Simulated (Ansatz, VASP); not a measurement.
One calculation of CuO, two programs

INCAR

```
SYSTEM = CuO
  PREC = Accurate
  ENCUT = 520
  EDIFF = 1E-6
  ISMEAR = 0
  SIGMA = 0.05
  LREAL = .False.
  LASPH = .True.
  NELM = 150
  ALGO = Normal
  ISIF = 2
  LWAVE = .False.
  LCHARG = .True.
  ISPIN = 2
  MAGMOM = 1 1 1 1 0 0 0 0
  LORBIT = 11
  LMAXMIX = 4
  LDAU = .True.
  LDAUTYPE = 2
  LDAUL = 2 -1
  LDAUU = 6 0
  LDAUJ = 0 0
  LDAUPRINT = 1
  GGA = PS
  LELF = .True.
  LVHAR = .True.
  NBANDS = 48
```

The input KPOINTS:

```
Automatic mesh
0
Gamma
  8 8 3
  0 0 0
```

File POSCAR:

```
CuO
1.0
    2.3446497600     -1.7133998200      0.0000000000
    2.3446497600      1.7133998200      0.0000000000
   -1.7210998200      0.0000000000     10.1188789600
Cu O
4 4
Direct
    0.0032000000      0.4968000000      0.0000000000
    0.4968000000      0.0032000000      0.2500000000
    0.0032000000      0.4968000000      0.5000000000
    0.4968000000      0.0032000000      0.7500000000
    0.5714000000      0.4056000000      0.1268500000
    0.4056000000      0.5714000000      0.3768500000
    0.5714000000      0.4056000000      0.6268500000
    0.4056000000      0.5714000000      0.8768500000
```

Input for Ansatz:

```yaml
crystal:
  lattice:
    - [2.34464976, -1.71339982, 0.0]
    - [2.34464976, 1.71339982, 0.0]
    - [-1.72109982, 0.0, 10.11887896]
  atoms:
    - { symbol: Cu, position: [0.0032, 0.4968, 0.0], spin: 1.0 }
    - { symbol: Cu, position: [0.4968, 0.0032, 0.25], spin: 1.0 }
    - { symbol: O, position: [0.5714, 0.4056, 0.12685] }
    - { symbol: O, position: [0.4056, 0.5714, 0.37685] }
    - { symbol: Cu, position: [0.0032, 0.4968, 0.5], spin: 1.0 }
    - { symbol: Cu, position: [0.4968, 0.0032, 0.75], spin: 1.0 }
    - { symbol: O, position: [0.5714, 0.4056, 0.62685] }
    - { symbol: O, position: [0.4056, 0.5714, 0.87685] }
basis:
  ecutwfc: 420
  ecutrho_ratio: 4
kpoints:
  mp_grid: { grid: [8, 8, 3] }
hamiltonian:
  xc: pbesol
  hubbard:
    sites:
      - { site: 0, l: d, u_eff: 6.0 }
      - { site: 1, l: d, u_eff: 6.0 }
      - { site: 4, l: d, u_eff: 6.0 }
      - { site: 5, l: d, u_eff: 6.0 }
scf:
  occupations: { method: gaussian, width: 0.05 }
  lower_state_search: "off"
  max_iter: 150
output:
  forces: true
  stress: true
  eigenvalues: true
  populations: true
  hubbard:
    sites:
      - { site: 0, l: d }
      - { site: 1, l: d }
      - { site: 4, l: d }
      - { site: 5, l: d }
magnetization:
  spin_polarized: true
```

Alike in both runs: task single point; functional PBEsol; k mesh 8 × 8 × 3; occupations gaussian, width 0.05 eV; collinear spin; Hubbard terms Cu d U = 6.0 eV.

```csv
,VASP,Ansatz
version,VASP 6.6.1,Ansatz 0.2.0
potentials or method,"VASP PAW PBE potentials, release 64 (Cu, O), cutoff 520 eV","scalar-relativistic, plane waves, PAW"
valence electrons in the cell,68,100
```

|  | VASP | Ansatz | Ansatz less VASP |
| --- | --- | --- | --- |
| pressure (GPa) | -5.1 | 0.8 | +5.90 |
| rms of the force components (eV/Å) | 0.417 | 0.473 | +0.0557 |
| net moment per atom (μB) | 0.50 | 0.50 | -0.004 |
| size of the moment on the site where the two differ most (μB) | 0.69 | 0.63 | -0.064 |

VASP's potentials were made for PBE, not for PBEsol. Site moments also hang on the region over which each program counts them. The programs project onto different local orbitals, so the same U acts differently, and such runs can settle in different states. VASP's potentials hold 68 valence electrons a cell and Ansatz's 100, so a difference there can come from the potentials and not from the codes. Ansatz's warnings: filled band counts differ across k points.
